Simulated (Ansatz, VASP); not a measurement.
## One calculation of AlN, two programs

The input INCAR:

```
SYSTEM = AlN
PREC     = Accurate       ! precision mode
ENCUT    = 600            ! plane-wave cutoff, eV
EDIFF    = 1E-6           ! SCF threshold, eV
ISMEAR   = 0              ! smearing method
SIGMA    = 0.05           ! smearing width, eV
LREAL    = .False.        ! projectors in reciprocal space
LASPH    = .True.         ! aspherical terms in the spheres
NELM     = 120            ! most SCF steps
ALGO     = Normal         ! electronic algorithm
ISIF     = 2              ! what is computed and relaxed
LWAVE    = .False.        ! write WAVECAR
LCHARG   = .False.        ! write CHGCAR
GGA      = PS             ! functional
NBANDS   = 26             ! bands
GGA_COMPAT= .False.
```

The input KPOINTS:

```
Automatic mesh
0
Gamma
  8 8 8
  0 0 0
```

POSCAR

```
AlN
1.0
   -3.1136926464      0.0000000000      0.0000000000
    0.0000000000      5.3930738627      0.0000000000
    1.5568463232     -2.6965369313     -4.9834165464
Al N
4 4
Direct
    0.9655239438      0.3325792953      0.9984919239
    0.4655239438      0.8325792953      0.9984919239
    0.2829679801      0.9159126286      0.4984919239
    0.7829679801      0.4159126286      0.4984919239
    0.8383861604      0.1415873714      0.6165080761
    0.3383861604      0.6415873714      0.6165080761
    0.0281219157      0.7249207047      0.1165080761
    0.5281219157      0.2249207047      0.1165080761
```

Input for Ansatz:

```yaml
crystal:
  lattice:
    - [-3.1136926464, 0.0, 0.0]
    - [0.0, 5.3930738627, 0.0]
    - [1.5568463232, -2.6965369313, -4.9834165464]
  atoms:
    - { symbol: Al, position: [0.9655239438, 0.3325792953, 0.9984919239] }
    - { symbol: Al, position: [0.4655239438, 0.8325792953, 0.9984919239] }
    - { symbol: Al, position: [0.2829679801, 0.9159126286, 0.4984919239] }
    - { symbol: Al, position: [0.7829679801, 0.4159126286, 0.4984919239] }
    - { symbol: "N", position: [0.8383861604, 0.1415873714, 0.6165080761] }
    - { symbol: "N", position: [0.3383861604, 0.6415873714, 0.6165080761] }
    - { symbol: "N", position: [0.0281219157, 0.7249207047, 0.1165080761] }
    - { symbol: "N", position: [0.5281219157, 0.2249207047, 0.1165080761] }
basis:
  ecutwfc: 420
kpoints:
  mp_grid: { grid: [8, 8, 8] }
hamiltonian:
  xc: pbesol
scf:
  occupations: { method: gaussian, width: 0.05 }
output:
  forces: true
  stress: true
  eigenvalues: true
```

Change from the starting cell: mode 4 (234.8 1/cm) frozen in, largest displacement +0.105 Å.

Alike in both runs: task single point; functional PBEsol; k mesh 8 × 8 × 8; occupations gaussian, width 0.05 eV; no spin polarisation.

|  | VASP | Ansatz |
| --- | --- | --- |
| version | VASP 6.6.1 | Ansatz 0.2.0 |
| potentials or method | VASP PAW PBE potentials, release 64 (Al, N), cutoff 600 eV | scalar-relativistic, plane waves, PAW |
| valence electrons in the cell | 32 | 32 |

Ansatz gave:

```
gap on the k mesh at the Fermi level (eV)                     : 3.97
least direct gap on the mesh (eV)                             : 3.97
pressure (GPa)                                                : -0.3
traceless stress, the component that is largest in VASP (GPa) : -0.71
rms of the force components (eV/Å)                            : 0.263
```

Task: Which values does VASP return?

Result: gap on the k mesh at the Fermi level (eV): 3.98; least direct gap on the mesh (eV): 3.98; pressure (GPa): -0.4; traceless stress, the component that is largest in VASP (GPa): -0.71; rms of the force components (eV/Å): 0.264.

VASP's potentials were made for PBE, not for PBEsol. Atom by atom the forces differ by 0.001 eV/Å (rms over components). With one functional, cell and mesh, what is left measures potentials, basis and numerics.
